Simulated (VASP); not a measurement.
Set up this calculation in VASP 6.6.1, as the native input.

* Task: single point
* Functional: PBEsol
* Potentials or basis: VASP PAW PBE potentials, release 64 (Cd, Te)
* Cutoff: 520 eV
* k mesh: 6 × 6 × 6
* Occupations: gaussian, width 0.01 eV
* Spin: no spin polarisation
* Dipole correction: no
* Further INCAR settings: ALGO = Normal; EDIFF = 1e-06; NBANDS = 16

The structure of CdTe lies in POSCAR:

```
CdTe
1.0
    3.2284811178      3.2284811178      0.0000000000
   -3.2284811178      3.2284811178      0.0000000000
    0.0000000000      3.2284811178      3.2667079868
Cd Te
1 1
Direct
    0.0000000000      0.0000000000      0.0000000000
    0.7500000000      0.2500000000      0.5000000000
```

This cell differs from its parent crystal: in-plane strain -0.005, then relaxed in part.

These files were run (other wordings do the same):

INCAR

```
PREC     = Accurate       # precision mode
ENCUT    = 520            # plane-wave cutoff, eV
EDIFF    = 1E-6           # SCF threshold, eV
ISMEAR   = 0              # smearing method
SIGMA    = 0.01           # smearing width, eV
LREAL    = F              # projectors in reciprocal space
LASPH    = T              # aspherical terms in the spheres
NELM     = 80             # most SCF steps
ALGO     = Normal         # electronic algorithm
ISIF     = 2              # what is computed and relaxed
LWAVE    = F              # write WAVECAR
LCHARG   = F              # write CHGCAR
GGA      = PS             # functional
NBANDS   = 16             # bands
```

KPOINTS

```
Automatic mesh
0
Gamma
  6 6 6
```

Potentials or basis: VASP PAW PBE potentials, release 64 (Cd, Te).

Launch:

```sh
$ cat potpaw_PBE.64/Cd/POTCAR potpaw_PBE.64/Te/POTCAR > POTCAR
$ mpirun -np 1 vasp_std > vasp.out
```

It gave:

```
Pressure               : 0.3 GPa
Band gap on the k mesh : 0.64 eV, direct
```

Caveat: the cell differs from its parent crystal (in-plane strain -0.005, then relaxed in part); the PAW data sets were made with another functional, which shifts forces and pressure a little; spin-orbit coupling is left out, which moves the levels of the heavy elements.

Run time: 28 s on 1 thread of AMD EPYC 7R13 Processor (Zen 3), with other jobs on the host, peak memory 0.18 GiB.
